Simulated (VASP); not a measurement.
Sn5H2, 14 atoms in the cell. The cell holds a slab with vacuum, 14 atoms: a = 9.251 Å, b = 4.626 Å, c = 20.408 Å, α = 90.00°, β = 90.00°, γ = 90.00°. 

* Program: VASP 6.6.1
* Task: single point
* Functional: PBEsol
* Potentials or basis: VASP PAW PBE potentials, release 64 (Sn_d, H)
* Cutoff: 520 eV
* k mesh: 3 × 6 × 1
* Occupations: gaussian, width 0.05 eV
* Spin: no spin polarisation
* Dipole correction: yes
* Further INCAR settings: ALGO = Normal; EDIFF = 1e-07; NBANDS = 85

Potentials or basis: VASP PAW PBE potentials, release 64 (Sn_d, H).

The run is started by

```console
$ cat potpaw_PBE.64/Sn_d/POTCAR potpaw_PBE.64/H/POTCAR > POTCAR
$ mpirun -np 1 vasp_std > vasp.out
```

Hardware: 1 thread of AMD EPYC 9R45 96-Core Processor (Zen 5), with other jobs on the host.

Task: How long does it take, and how much memory?

Result: It took 15 min on 1 thread of AMD EPYC 9R45 96-Core Processor (Zen 5), on a shared host, peak memory 0.96 GiB. Counts: scf iterations 29, k points 8.
